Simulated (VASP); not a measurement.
Set up this calculation in VASP 6.6.1, as the native input.

| Item | Value |
| --- | --- |
| Task | single point |
| Functional | PBE |
| Potentials or basis | VASP PAW PBE potentials, release 64 (In_d, Sb) |
| Cutoff | 520 eV |
| k mesh | 6 × 6 × 6 |
| Occupations | fermi-dirac, width 0.02 eV |
| Spin | no spin polarisation |
| Dipole correction | no |
| Further INCAR settings | ALGO = Normal; EDIFF = 1e-07; NBANDS = 16 |

The structure of InSb lies in POSCAR:

```
InSb
1.0
    0.0000000000      3.1575151304      3.1575151304
    3.1575151304      0.0000000000      3.1575151304
    3.1575151304      3.1575151304      0.0000000000
In Sb
1 1
Direct
    0.0000000000      0.0000000000      0.0000000000
    0.2500000000      0.2500000000      0.2500000000
```

This cell differs from its parent crystal: strain -3.7%.

These files were run (other wordings do the same):

INCAR

```
SYSTEM = InSb
PREC = Accurate
ENCUT = 520
EDIFF = 1E-7
ISMEAR = -1
SIGMA = 0.02
LREAL = .False.
LASPH = .True.
NELM = 80
ALGO = Normal
ISIF = 2
LWAVE = .False.
LCHARG = .True.
GGA = PE
LELF = .True.
LVHAR = .True.
NBANDS = 16
```

KPOINTS

```
regular mesh
0
Gamma
  6 6 6
  0 0 0
```

Potentials or basis: VASP PAW PBE potentials, release 64 (In_d, Sb).

Run with:

```bash
$ cat potpaw_PBE.64/In_d/POTCAR potpaw_PBE.64/Sb/POTCAR > POTCAR
$ mpirun -np 1 vasp_std > vasp.out
```

It gave:

The pressure is 7.8 GPa. The band gap on the k mesh is 0.26 eV, direct.

Caveat: the cell differs from its parent crystal (strain -3.7%); spin-orbit coupling is left out, which moves the levels of the heavy elements.

Run time: 17 s on 1 thread of Intel(R) Xeon(R) Platinum 8488C (Sapphire Rapids) (shared host), peak memory 0.21 GiB.
